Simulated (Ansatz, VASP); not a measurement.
One calculation of CuI, two programs

```xyz
2
Lattice="0.0000 2.8494 2.9663 2.9663 0.0000 2.9663 2.9663 2.8494 0.0000" Properties=species:S:1:pos:R:3 pbc="T T T"
Cu    4.4495    4.2741    4.4495
I     0.0000    0.0000    0.0000
```

Alike in both runs: task single point; functional PBE; k mesh 8 × 8 × 8; occupations gaussian, width 0.05 eV; no spin polarisation.

|  | VASP | Ansatz |
| --- | --- | --- |
| version | VASP 6.6.1 | Ansatz 0.2.0 |
| potentials or method | VASP PAW PBE potentials, release 64 (Cu, I), cutoff 520 eV | scalar-relativistic, plane waves, PAW |
| valence electrons in the cell | 18 | 36 |

|  | VASP | Ansatz | Ansatz less VASP |
| --- | --- | --- | --- |
| gap on the k mesh at the Fermi level (eV) | 1.40 | 1.38 | -0.025 |
| least direct gap on the mesh (eV) | 1.40 | 1.38 | -0.025 |
| pressure (GPa) | 5.9 | 5.9 | -0.03 |
| traceless stress, the component that is largest in VASP (GPa) | 0.36 | 0.37 | +0.007 |

VASP's potentials hold 18 valence electrons a cell and Ansatz's 36, so a difference there can come from the potentials and not from the codes.

Spin-orbit coupling is off throughout.
